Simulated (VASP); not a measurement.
Crystal: KTaO3.

```
K Ta O
1.0
     3.98830    0.00000    0.00000
     0.00000    3.98830    0.00000
     0.00000    0.00000    3.98830
K Ta O
1 1 3
Direct
  0.50000 0.50000 0.50000
  0.00000 0.00000 0.00000
  0.50000 0.00000 0.00000
  0.00000 0.50000 0.00000
  0.00000 0.00000 0.50000
```

Base run:

| Quantity | Value |
| --- | --- |
| Program | VASP 6.6.1 |
| Functional | LDA |
| Potentials or basis | VASP PAW LDA potentials, release 64 (K_sv, Ta_pv, O) |
| Cutoff | 520 eV |
| k mesh | 5 × 5 × 5 |
| Occupations | fermi-dirac, width 0.01 eV |
| Spin | no spin polarisation |

Its results: band gap on the k mesh 2.13 eV, indirect (least direct gap 2.64 eV); pressure -4.4 GPa.

Question: The run is repeated on the same cell with these changes: potentials or basis from VASP PAW LDA potentials, release 64 (K_sv, Ta_pv, O) to VASP PAW LDA potentials, release 64 (K_sv, Ta_sv_GW, O); further incar settings from ALGO = Normal; EDIFF = 1e-08; NBANDS = 27 to ALGO = Normal; EDIFF = 1e-08; NBANDS = 28; valence electrons from 38 to 40. What comes out?

Answer: Band gap on the k mesh 2.16 eV, indirect (least direct gap 2.67 eV); pressure -4.9 GPa.

Caveats: spin-orbit coupling is left out, which moves the levels of the heavy elements.

A k mesh can miss the band edges.
